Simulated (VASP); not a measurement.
Write the native input for VASP 6.6.1 that does the following.

- Task: single point
- Functional: PBE
- Potentials or basis: VASP PAW PBE potentials, release 64 (N, O, Ti_sv, Sn_d, Ta_pv, Bi_d)
- Cutoff: 520 eV
- k mesh: 2 × 2 × 2, shifted
- Occupations: gaussian, width 0.1 eV
- Spin: no spin polarisation
- Dipole correction: no
- Further INCAR settings: LREAL = Auto; ALGO = Normal; EDIFF = 1e-06; NBANDS = 88; ISYM = 0

The structure of Ta2Ti2SnBiNO11 lies in POSCAR:

```
Ta2Ti2SnBiNO11
1.0
    5.5083722777      2.2948887511     -2.4233559670
    2.6911196736      5.0738793516      2.7813248860
    5.6204943632     -2.4910994569      2.4513894322
N O Ti Sn Ta Bi
1 11 2 1 2 1
Direct
    0.5186364533      0.6877010067      0.4142536492
    0.4627140603      0.3107310681      0.4874799677
    0.8173067815      0.6442733534      0.5798494235
    0.9046615871      0.2931663203      0.1242090392
    0.2421839156      0.7055465306      0.1449707365
    0.7320166700     -0.0364080169      0.1747131447
    0.1750882401      0.0245206559      0.7013237206
    0.4159681925      0.0444532021      0.8837624219
    0.6118466058      0.3595987141      0.8143060181
    0.8677731328      0.0096035932      0.5046011473
    0.1548253434      0.3023454211      0.3066998715
    0.1015546630      0.6059251266      0.8467303814
    0.0485495730      0.9901110987      1.0108002305
    0.2950428040      0.3496839001      0.9910901449
    0.1707427607      0.6647429435      0.4979558486
    0.5488664758      0.9662917423      0.5164112218
    0.7841153376      0.3623478507      0.4818463824
    0.6633943508      0.6828241295      1.0246616402
```

One way to write it, as run:

INCAR

```
SYSTEM = Ta2Ti2SnBiNO11
ALGO = Normal
EDIFF = 1E-6
ENCUT = 520
GGA = PE
ISIF = 2
ISMEAR = 0
ISYM = 0
LASPH = .TRUE.
LCHARG = .FALSE.
LREAL = Auto
LWAVE = .FALSE.
NBANDS = 88
NELM = 80
PREC = Accurate
SIGMA = 0.1
```

KPOINTS

```
Automatic mesh
0
Gamma
  2 2 2
  0.5 0.5 0.5
```

Potentials or basis: VASP PAW PBE potentials, release 64 (N, O, Ti_sv, Sn_d, Ta_pv, Bi_d).

Launch:

```sh
$ cat potpaw_PBE.64/N/POTCAR potpaw_PBE.64/O/POTCAR potpaw_PBE.64/Ti_sv/POTCAR potpaw_PBE.64/Sn_d/POTCAR potpaw_PBE.64/Ta_pv/POTCAR potpaw_PBE.64/Bi_d/POTCAR > POTCAR
$ mpirun -np 1 vasp_std > vasp.out
```

Results of the run:

```yaml
Pressure: 0.6 GPa
Largest_force: 0.082 eV/Å
Band_gap_on_the_k_mesh: 2.24 eV, indirect (least direct gap 2.36 eV)
```

Caveat: the k points lie up to 0.61 Å⁻¹ apart; spin-orbit coupling is left out, which moves the levels of the heavy elements.

Run time: 2.3 min on 1 thread of Intel(R) Xeon(R) 6975P-C (Granite Rapids), on a shared host, peak memory 0.37 GiB.
